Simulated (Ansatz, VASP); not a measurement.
## YSe in VASP and in Ansatz

The input INCAR:

```
SYSTEM = YSe
PREC = Accurate
ENCUT = 520
EDIFF = 1E-6
ISMEAR = -1
SIGMA = 0.03
LREAL = .FALSE.
LASPH = .TRUE.
NELM = 100
ALGO = Normal
ISIF = 2
LWAVE = .FALSE.
LCHARG = .TRUE.
LELF = .TRUE.
LVHAR = .TRUE.
NBANDS = 16
```

File KPOINTS:

```
Automatic mesh
0
G
  7 7 7
  0 0 0
```

File POSCAR:

```
YSe
1.0
    0.0287500000      2.8893750000      2.8893750000
    2.8893750000      0.0287500000      2.8893750000
    2.8893750000      2.8893750000      0.0287500000
Y Se
1 1
Direct
    0.0000000000      0.0000000000      0.0000000000
    0.5000000000      0.5000000000      0.5000000000
```

Input for Ansatz:

```yaml
crystal:
  lattice:
    - [0.02875, 2.889375, 2.889375]
    - [2.889375, 0.02875, 2.889375]
    - [2.889375, 2.889375, 0.02875]
  atoms:
    - { symbol: "Y", position: [0.0, 0.0, 0.0] }
    - { symbol: Se, position: [0.5, 0.5, 0.5] }
kpoints:
  mp_grid: { grid: [7, 7, 7] }
  band_path:
    path:
      - [0.0, 0.0, 0.0]
      - [0.5, 0.5, 0.5]
      - [0.247543133, 0.5, 0.752456867]
      - [-0.247543133, 0.247543133, 0.5]
      - [0.0, 0.0, 0.5]
      - [0.0, 0.0, 0.0]
      - [-0.3737715665, 0.0, 0.3737715665]
      - [0.0, 0.3737715665, 0.6262284335]
      - [0.0, 0.5, 0.5]
    npoints: 5
scf:
  occupations: { method: fermi_dirac, width: 0.03 }
hamiltonian:
  xc: lda
  pseudopotentials: { kind: all_electron, lapw: { basis_error: 0.00025 } }
output:
  forces: true
  stress: true
  eigenvalues: true
```

Change from the starting cell: equal xy, yz and zx shear strains of +1 %.

Alike in both runs: task single point; functional LDA; k mesh 7 × 7 × 7; occupations fermi-dirac, width 0.03 eV; no spin polarisation.

```csv
,VASP,Ansatz
version,VASP 6.6.1,Ansatz 0.2.0
potentials or method,"VASP PAW LDA potentials, release 64 (Y_sv, Se), cutoff 520 eV","all-electron LAPW, scalar-relativistic"
```

VASP gave:

```
pressure (GPa) : -4.5
```

Task: Estimate Ansatz's values.

Result: Pressure (GPa): -4.6.

LDA's correlation is that of Perdew and Zunger in VASP and of Perdew and Wang (1992) in Ansatz. Ansatz ran all-electron here, and VASP with PAW potentials.
